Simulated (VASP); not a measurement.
Set up this calculation in VASP 6.6.1, as the native input.

| Item | Value |
| --- | --- |
| Task | single point |
| Functional | LDA |
| Potentials or basis | VASP PAW LDA potentials, release 64 (I, K_sv) |
| Cutoff | 520 eV |
| k mesh | 6 × 6 × 6 |
| Occupations | gaussian, width 0.01 eV |
| Spin | no spin polarisation |
| Dipole correction | no |
| Further INCAR settings | ALGO = Normal; EDIFF = 1e-06; NBANDS = 15 |

The structure of KI lies in POSCAR:

```
KI
1.0
    0.0000000000      3.5327750000      3.5327750000
    3.5327750000      0.0000000000      3.5327750000
    3.5327750000      3.5327750000      0.0000000000
I K
1 1
Direct
    0.5000000000      0.5000000000      0.5000000000
    0.0000000000      0.0000000000      0.0000000000
```

One way to write it, as run:

INCAR

```
  PREC = Accurate
  ENCUT = 520
  EDIFF = 1E-6
  ISMEAR = 0
  SIGMA = 0.01
  LREAL = F
  LASPH = T
  NELM = 80
  ALGO = Normal
  ISIF = 2
  LWAVE = F
  LCHARG = F
  GGA = CA
  NBANDS = 15
```

KPOINTS

```
Automatic mesh
0
Gamma
  6 6 6
```

Potentials or basis: VASP PAW LDA potentials, release 64 (I, K_sv).

The run is started by

```sh
$ cat potpaw_LDA.64/I/POTCAR potpaw_LDA.64/K_sv/POTCAR > POTCAR
$ mpirun -np 1 vasp_std > vasp.out
```

It gave:

```json
{
  "Pressure": "-1.3 GPa",
  "Band gap on the k mesh": "3.61 eV"
}
```

Caveat: spin-orbit coupling is left out, which moves the levels of the heavy elements.

Run time: 11 s on 1 thread of Intel(R) Xeon(R) 6975P-C (Granite Rapids), on a shared host, peak memory 0.19 GiB.
